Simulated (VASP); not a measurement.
# SiNi3 (Pm-3m) in VASP: single point with PBE

Aim: the single point of SiNi3 with PBE.

Everything below comes from runs of VASP 6.6.1. Logs are shortened: lines on timing, memory, paths and dates and some standing lists are left out, and cuts for length are marked.

## 1. The cell of the first run

Symmetry: Pm-3m, No. 221, cubic system. Conventional cell: a = 3.542 Å, b = 3.542 Å, c = 3.542 Å, α = 90.00°, β = 90.00°, γ = 90.00°. Si (site symmetry m-3m) has 12 Ni at 2.50 Å within 3.3 Å. Within 3.3 Å of Ni (site symmetry 4/mmm) lie 4 Si at 2.50 Å and 8 Ni at 2.50 Å.

## 2. Single point, PBE, collinear spin, ferromagnetic start

Input file INCAR:

```
SYSTEM = SiNi3
PREC = Accurate
ENCUT = 520
EDIFF = 1E-7
ISMEAR = 0
SIGMA = 0.05
LREAL = .False.
LASPH = .True.
NELM = 150
ALGO = Normal
ISIF = 2
LWAVE = .False.
LCHARG = .False.
ISPIN = 2
MAGMOM = 0 2 2 2
LORBIT = 11
LMAXMIX = 4
GGA = PE
NBANDS = 29
```

Input file KPOINTS:

```
regular mesh
0
Gamma
  12 12 12
  0 0 0
```

Input file POSCAR:

```
SiNi3
1.0
    3.5420000000      0.0000000000      0.0000000000
    0.0000000000      3.5420000000      0.0000000000
    0.0000000000      0.0000000000      3.5420000000
Si Ni
1 3
Direct
    0.0000000000      0.0000000000      0.0000000000
    0.0000000000      0.5000000000      0.5000000000
    0.5000000000      0.0000000000      0.5000000000
    0.5000000000      0.5000000000      0.0000000000
```

Potentials or basis: VASP PAW PBE potentials, release 64 (Si, Ni).

Command:

```console
> cat potpaw_PBE.64/Si/POTCAR potpaw_PBE.64/Ni/POTCAR > POTCAR
> mpirun -np 1 vasp_std > vasp.out
```

OUTCAR:

```text
SYSTEM = SiNi3
   PREC = Accurate
   ENCUT = 520
   EDIFF = 1E-7
   ISMEAR = 0
   LREAL = .False.
   LASPH = .True.
   NELM = 150
   ISIF = 2
   ISPIN = 2
   LORBIT = 11
   GGA = PE

 ion  position               nearest neighbor table
   1  0.000  0.000  0.000-   2 2.50   3 2.50   4 2.50   2 2.50   3 2.50   2 2.50   4 2.50   2 2.50
                             3 2.50   4 2.50   3 2.50   4 2.50
   2  0.000  0.500  0.500-   1 2.50   3 2.50   4 2.50   1 2.50   4 2.50   1 2.50   3 2.50   1 2.50
                             3 2.50   4 2.50   4 2.50   3 2.50
   3  0.500  0.000  0.500-   1 2.50   2 2.50   4 2.50   1 2.50   4 2.50   2 2.50   4 2.50   4 2.50
                             1 2.50   2 2.50   1 2.50   2 2.50
   4  0.500  0.500  0.000-   1 2.50   2 2.50   3 2.50   2 2.50   3 2.50   1 2.50   3 2.50   3 2.50
                             1 2.50   2 2.50   2 2.50   1 2.50

  LATTYP: Found a simple cubic cell.
 ALAT       =     3.5420000000

  Lattice vectors:

 A1 = (   3.5420000000,   0.0000000000,   0.0000000000)
 A2 = (   0.0000000000,   3.5420000000,   0.0000000000)
 A3 = (   0.0000000000,   0.0000000000,   3.5420000000)

Analysis of symmetry for initial positions (statically):
=====================================================================
 Subroutine PRICEL returns:
 Original cell was already a primitive cell.

 Routine SETGRP: Setting up the symmetry group for a
 simple cubic supercell.

 Subroutine GETGRP returns: Found 48 space group operations
 (whereof 48 operations were pure point group operations)
 out of a pool of 48 trial point group operations.

The static configuration has the point symmetry O_h .

Analysis of symmetry for dynamics (positions and initial velocities):
=====================================================================
 Subroutine PRICEL returns:
 Original cell was already a primitive cell.

 Routine SETGRP: Setting up the symmetry group for a
 simple cubic supercell.

 Subroutine GETGRP returns: Found 48 space group operations
 (whereof 48 operations were pure point group operations)
 out of a pool of 48 trial point group operations.

The dynamic configuration has the point symmetry O_h .

Analysis of structural, dynamic, and magnetic symmetry:
=====================================================================
 Subroutine PRICEL returns:
 Original cell was already a primitive cell.

 Routine SETGRP: Setting up the symmetry group for a
 simple cubic supercell.

 Subroutine GETGRP returns: Found 48 space group operations
 (whereof 48 operations were pure point group operations)
 out of a pool of 48 trial point group operations.

The overall configuration has the point symmetry O_h .

 Subroutine INISYM returns: Found 48 space group operations
 (whereof 48 operations are pure point group operations),
 and found     1 'primitive' translations

----------------------------------------------------------------------------------------

                                     Primitive cell

  volume of cell :      44.4371

  direct lattice vectors                    reciprocal lattice vectors
     3.542000000  0.000000000  0.000000000     0.282326369  0.000000000  0.000000000
     0.000000000  3.542000000  0.000000000     0.000000000  0.282326369  0.000000000
     0.000000000  0.000000000  3.542000000     0.000000000  0.000000000  0.282326369

  length of vectors
     3.542000000  3.542000000  3.542000000     0.282326369  0.282326369  0.282326369

  position of ions in fractional coordinates (direct lattice)
     0.000000000  0.000000000  0.000000000
     0.000000000  0.500000000  0.500000000
     0.500000000  0.000000000  0.500000000
     0.500000000  0.500000000  0.000000000

  ion indices of the primitive-cell ions
   primitive index   ion index
                 1           1
                 2           2
                 3           3
                 4           4

----------------------------------------------------------------------------------------

 KPOINTS: regular mesh

Automatic generation of k-mesh.
 Grid dimensions read from file:
 generate k-points for:   12   12   12

 Generating k-lattice:

  Cartesian coordinates                     Fractional coordinates (reciprocal lattice)
     0.023527197  0.000000000  0.000000000     0.083333333  0.000000000  0.000000000
     0.000000000  0.023527197  0.000000000     0.000000000  0.083333333  0.000000000
     0.000000000  0.000000000  0.023527197     0.000000000  0.000000000  0.083333333

  Length of vectors
     0.023527197  0.023527197  0.023527197

  Shift w.r.t. Gamma in fractional coordinates (k-lattice)
     0.000000000  0.000000000  0.000000000

 Subroutine IBZKPT returns following result:
 ===========================================

 Found     84 irreducible k-points:

 Following reciprocal coordinates:
            Coordinates               Weight
  0.000000  0.000000  0.000000      1.000000
  0.083333  0.000000  0.000000      6.000000
  0.166667  0.000000  0.000000      6.000000
  0.250000  0.000000  0.000000      6.000000
  0.333333  0.000000  0.000000      6.000000
  0.416667  0.000000  0.000000      6.000000
[... 16 lines left out ...]
  0.333333  0.333333  0.000000     12.000000
  0.416667  0.333333  0.000000     24.000000
 [... further k-points ...]
   k-points           NKPTS =     84   k-points in BZ     NKDIM =     84   number of bands    NBANDS=     29
   number of dos      NEDOS =    301   number of ions     NIONS =      4
   total plane-waves  NPLWV =  21952
   dimension x,y,z NGX =    28 NGY =   28 NGZ =   28
   dimension x,y,z NGXF=    56 NGYF=   56 NGZF=   56
   ions per type =               1   3
   NGX,Y,Z   is equivalent  to a cutoff of  13.14, 13.14, 13.14 a.u.
   NGXF,Y,Z  is equivalent  to a cutoff of  26.28, 26.28, 26.28 a.u.
 SYSTEM =  SiNi3
   PREC   = accura    normal or accurate (medium, high low for compatibility)
   ISTART =      0    job   : 0-new  1-cont  2-samecut
   ICHARG =      2    charge: 1-file 2-atom 10-const
   ISPIN  =      2    spin polarized calculation?
   LNONCOLLINEAR =      F non collinear calculations
   LSORBIT =      F    spin-orbit coupling
   LASPH  =      T    aspherical Exc in radial PAW
   ENCUT  =  520.0 eV  38.22 Ry    6.18 a.u.   6.59  6.59  6.59*2*pi/ulx,y,z
   NELM   =    150;   NELMIN=  2; NELMDL= -5     # of ELM steps
   EDIFF  = 0.1E-06   stopping-criterion for ELM
   LREAL  =      F    real-space projection
   EDIFFG = 0.1E-05   stopping-criterion for IOM
   NSW    =      0    number of steps for IOM
   IBRION =     -1    ionic relax: 0-MD 1-quasi-New 2-CG
   NFREE  =      0    steps in history (QN), initial steepest desc. (CG)
   ISIF   =      2    stress and relaxation
   ISYM   =      2    0-nonsym 1-usesym 2-fastsym
   POTIM  = 0.5000    time-step for ionic-motion
   TEBEG  =    0.0;   TEEND  =   0.0 temperature during run
   PSTRESS=    0.0 pullay stress
   NELECT =      34.0000    total number of electrons
   NUPDOWN=      -1.0000    fix difference up-down
   EMIN   =  10.00;   EMAX   =-10.00  energy-range for DOS
   EFERMI =   0.00;   METHOD = LEGACY
   ISMEAR =     0;   SIGMA  =   0.05  broadening in eV -4-tet -1-fermi 0-gaus
   EFERMI_NEDOS =   21; number of points for ismear=-14 and -15
   IALGO  =     38    algorithm
   IMIX   =      4    mixing-type and parameters
     AMIX     =   0.40;   BMIX     =  1.00
     AMIX_MAG =   1.60;   BMIX_MAG =  1.00
  volume/ion in A,a.u.               =      11.11        74.97
  Fermi-wavevector in a.u.,A,eV,Ry     =   1.497336  2.829555 30.504465  2.242015
  Thomas-Fermi vector in A             =   2.609237
   LORBIT       =     11    0 simple, 1 ext, 2 COOP (PROOUT), +10 PAW based schemes
   GGA     = PE    functional components
   LHFCALC =     F    Hartree Fock is set to
   AEXX    =    0.0000 exact exchange contribution
   IVDW    =     0    specifies the selected vdW correction
   LEPSILON=     F    determine dielectric tensor
   LRPA    =     F    only Hartree local field effects (RPA)
 spin polarized calculation
 Gauss-broadening in eV      SIGMA  =   0.05
  energy-cutoff  :      520.00
  volume of cell :       44.44
 maximum number of plane-waves:      1222
 NGX is ok and might be reduce to    28
   NGX = 13   NGY = 13   NGZ = 13

 number of electron      33.9999988 magnetization      -0.0001713

 number of electron      33.9999988 magnetization       0.0000538

 Free energy of the ion-electron system (eV)
  ---------------------------------------------------
  ext. energy  EPLUGINS =         0.00000000
  ---------------------------------------------------
  free energy    TOTEN  =       -23.65627245 eV

  energy without entropy =      -23.65324534  energy(sigma->0) =      -23.65475890

 E-fermi :  10.1946     XC(G=0): -12.9306

 val. band max:       10.1866316945   @ k =   0.5000   0.5000   0.3333
 cond. band min:      10.1957817117   @ k =   0.0833   0.0833   0.0000
 fundamental gap:      0.0091500172
 Fermi energy:        10.1945676873

 spin component 1

 k-point     1 :       0.0000    0.0000    0.0000
  band No.  band energies     occupation
      1      -1.4833      1.00000
      2       5.5278      1.00000
      3       6.3350      1.00000
      4       6.3350      1.00000
      5       6.8339      1.00000
      6       6.8339      1.00000
[... 21 lines left out ...]
     28      24.0260      0.00000
     29      24.0263      0.00000

 k-point     2 :       0.0833    0.0000    0.0000
  band No.  band energies     occupation
      1      -1.4042      1.00000
      2       5.5423      1.00000
      3       6.2174      1.00000
      4       6.3906      1.00000
      5       6.8258      1.00000
      6       6.8258      1.00000
[... 21 lines left out ...]
     28      23.6434      0.00000
     29      23.9774      0.00000

 k-point     3 :       0.1667    0.0000    0.0000
  band No.  band energies     occupation
      1      -1.1698      1.00000
      2       5.4173      1.00000
      3       5.9937      1.00000
      4       6.5513      1.00000
      5       6.7975      1.00000
      6       6.7975      1.00000
[... 638 lines left out ...]
      5       6.7600      1.00000
      6       7.2873      1.00000
[... 21 lines left out ...]
     28      23.6414      0.00000
     29      24.3036      0.00000

 k-point    24 :       0.4167    0.3333    0.0000
  band No.  band energies     occupation
      1       1.1931      1.00000
      2       4.0126      1.00000
      3       4.9214      1.00000
      4       6.4454      1.00000
      5       6.8254      1.00000
      6       7.4385      1.00000
[... 21 lines left out ...]
     28      23.0616      0.00000
     29      24.7562      0.00000

 [... further k-points ...]

 spin component 2

 k-point     1 :       0.0000    0.0000    0.0000
  band No.  band energies     occupation
      1      -1.4834      1.00000
      2       5.5279      1.00000
      3       6.3350      1.00000
      4       6.3350      1.00000
      5       6.8339      1.00000
      6       6.8339      1.00000
[... 21 lines left out ...]
     28      23.9950      0.00000
     29      24.0263      0.00000

 k-point     2 :       0.0833    0.0000    0.0000
  band No.  band energies     occupation
      1      -1.4042      1.00000
      2       5.5423      1.00000
      3       6.2174      1.00000
      4       6.3906      1.00000
      5       6.8258      1.00000
      6       6.8258      1.00000
[... 21 lines left out ...]
     28      23.6434      0.00000
     29      23.9774      0.00000

 k-point     3 :       0.1667    0.0000    0.0000
  band No.  band energies     occupation
      1      -1.1698      1.00000
      2       5.4173      1.00000
      3       5.9937      1.00000
      4       6.5513      1.00000
      5       6.7976      1.00000
      6       6.7976      1.00000
[... 638 lines left out ...]
      5       6.7600      1.00000
      6       7.2873      1.00000
[... 21 lines left out ...]
     28      23.6414      0.00000
     29      24.3036      0.00000

 k-point    24 :       0.4167    0.3333    0.0000
  band No.  band energies     occupation
      1       1.1931      1.00000
      2       4.0126      1.00000
      3       4.9214      1.00000
      4       6.4454      1.00000
      5       6.8254      1.00000
      6       7.4385      1.00000
[... 21 lines left out ...]
     28      23.0616      0.00000
     29      24.7562      0.00000

 [... further k-points ...]
[... 5 lines left out ...]
  --------------------------------------------------------------------------------------
  -------------------------------------------------------------------------------------
  Total       -1.6572648     -1.6572648     -1.6572648     -0.0000000      0.0000000     -0.0000000
  in kB      -59.7526028    -59.7526028    -59.7526028     -0.0000000      0.0000000     -0.0000000
  external PRESSURE =     -59.7526028 kB  Pullay stress =       0.0000000 kB

 VOLUME and BASIS-vectors are now :
 -----------------------------------------------------------------------------
  energy-cutoff  :      520.00
  volume of cell :       44.44
      direct lattice vectors                 reciprocal lattice vectors
     3.542000000  0.000000000  0.000000000     0.282326369  0.000000000  0.000000000
     0.000000000  3.542000000  0.000000000     0.000000000  0.282326369  0.000000000
     0.000000000  0.000000000  3.542000000     0.000000000  0.000000000  0.282326369

 POSITION                                       TOTAL-FORCE (eV/Angst)
 -----------------------------------------------------------------------------------
      0.00000      0.00000      0.00000         0.000000      0.000000      0.000000
      0.00000      1.77100      1.77100         0.000000      0.000000      0.000000
      1.77100      0.00000      1.77100         0.000000      0.000000      0.000000
      1.77100      1.77100      0.00000         0.000000      0.000000      0.000000
 -----------------------------------------------------------------------------------
    total drift:                                0.000000      0.000000      0.000000

  FREE ENERGIE OF THE ION-ELECTRON SYSTEM (eV)
  ---------------------------------------------------
  free  energy   TOTEN  =       -23.6562724540 eV

  energy  without entropy=      -23.6532453386  energy(sigma->0) =      -23.65475890

 total charge

# of ion       s       p       d       tot
------------------------------------------
    1        0.730   0.804   0.000   1.534
    2        0.471   0.538   8.395   9.404
    3        0.471   0.538   8.395   9.404
    4        0.471   0.538   8.395   9.404
--------------------------------------------------
tot          2.143   2.419  25.185  29.747

 magnetization (x)

# of ion       s       p       d       tot
------------------------------------------
    1        0.000  -0.000   0.000  -0.000
    2       -0.000  -0.000   0.000   0.000
    3       -0.000  -0.000   0.000   0.000
    4       -0.000  -0.000   0.000   0.000
--------------------------------------------------
tot         -0.000  -0.000   0.000   0.000
```

Wall time 5.3 min (1 thread of Oxide Virtual Turin-like, shared host); peak memory 0.24 GiB.

Results:

| Item | Value |
| --- | --- |
| Free energy | -23.6563 eV |
| Pressure | -6.0 GPa |
| Band gap on the k mesh | zero (filled and empty bands overlap) |
| Net moment | 0.00 μB per cell |
| Valence electrons inside the program's atomic spheres | Si 1.53; Ni 9.40 |

Caveat: the starting moments collapsed, and a magnetic state may lie lower.
